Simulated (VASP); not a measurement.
# AlN: single point with LDA

The system is AlN.

```
Al N
1.0
    -1.63784    2.83682    0.00000
     0.00000    0.00000    4.10063
     4.91352    2.83682    0.00000
Al N
4 4
Cartesian
  -0.1240 2.5112 3.0755
  1.6378 4.7280 3.0755
  1.6378 0.9456 1.0252
  3.2757 3.7824 1.0252
  0.0000 1.8912 1.0252
  1.6378 4.7280 1.0252
  1.6378 0.9456 3.0755
  3.2757 3.7824 3.0755
```

This cell differs from its parent crystal: atom 1 (Al) moved by -0.124 Å along [1 0 0] and +0.620 Å along [1 2 0].

| Property | Result |
| --- | --- |
| Program | VASP 6.6.1 |
| Task | single point |
| Functional | LDA |
| Potentials or basis | VASP PAW LDA potentials, release 64 (Al, N) |
| Cutoff | 520 eV |
| k mesh | 8 × 6 × 4 |
| Occupations | gaussian, width 0.05 eV |
| Spin | no spin polarisation |
| Dipole correction | no |
| Further INCAR settings | ALGO = Normal; EDIFF = 1e-06; NBANDS = 26 |

The pressure is 33.9 GPa, the largest force is 45.083 eV/Å and the band gap on the k mesh is 3.28 eV, direct.

Forces on the atoms (eV/Å):
```
Al   -4.208 -44.887   0.000
Al    0.428   0.680   0.000
Al   -0.207   1.768   0.000
Al    0.365  -0.028   0.000
N     0.115   1.675   0.000
N    -0.527  -0.312   0.000
N     3.850  40.054   0.000
N     0.185   1.050   0.000
```

Stress tensor (GPa, compression positive):
```
 -3.17  11.13   0.00
 11.13 102.72   0.00
  0.00   0.00   2.26
```

Levels at points of the mesh, in eV from the valence-band top:
| k point | band 12 | band 13 | band 14 | band 15 | band 16 | band 17 | band 18 | band 19 | band 20 | band 21 |
| --- | --- | --- | --- | --- | --- | --- | --- | --- | --- | --- |
| (0.00, 0.00, 0.00) | -2.79 | -1.73 | -1.49 | -0.99 | 0.00 | 3.28 | 3.67 | 4.58 | 6.89 | 6.96 |
| (0.50, 0.00, 0.00) | -3.31 | -3.19 | -2.22 | -2.21 | -1.54 | 5.29 | 5.62 | 6.08 | 6.23 | 7.05 |
| (0.00, 0.50, 0.00) | -2.43 | -2.35 | -2.05 | -1.79 | -1.33 | 5.00 | 5.21 | 5.57 | 5.94 | 8.32 |
| (0.50, 0.50, 0.00) | -3.78 | -1.76 | -0.98 | -0.56 | -0.50 | 5.18 | 6.13 | 6.29 | 6.78 | 8.55 |
| (0.00, 0.00, 0.50) | -2.65 | -1.53 | -1.50 | -0.94 | -0.70 | 4.54 | 4.72 | 5.74 | 6.32 | 7.58 |
| (0.50, 0.00, 0.50) | -3.85 | -3.34 | -2.47 | -1.59 | -0.79 | 3.88 | 4.01 | 6.62 | 6.98 | 7.38 |
| (0.00, 0.50, 0.50) | -2.47 | -2.34 | -2.22 | -1.48 | -1.25 | 5.08 | 5.40 | 5.48 | 5.63 | 7.97 |
| (0.50, 0.50, 0.50) | -2.59 | -2.56 | -1.43 | -1.29 | -1.27 | 4.67 | 5.08 | 5.20 | 5.46 | 8.69 |

Run time: 90 s on 1 thread of Intel(R) Xeon(R) 6975P-C (Granite Rapids), on a shared host, peak memory 0.21 GiB.

Caveat: the cell differs from its parent crystal (atom 1 (Al) moved by -0.124 Å along [1 0 0] and +0.620 Å along [1 2 0]); forces of over 1 eV/Å act on the atoms, so gaps and moduli don't describe the material at rest.
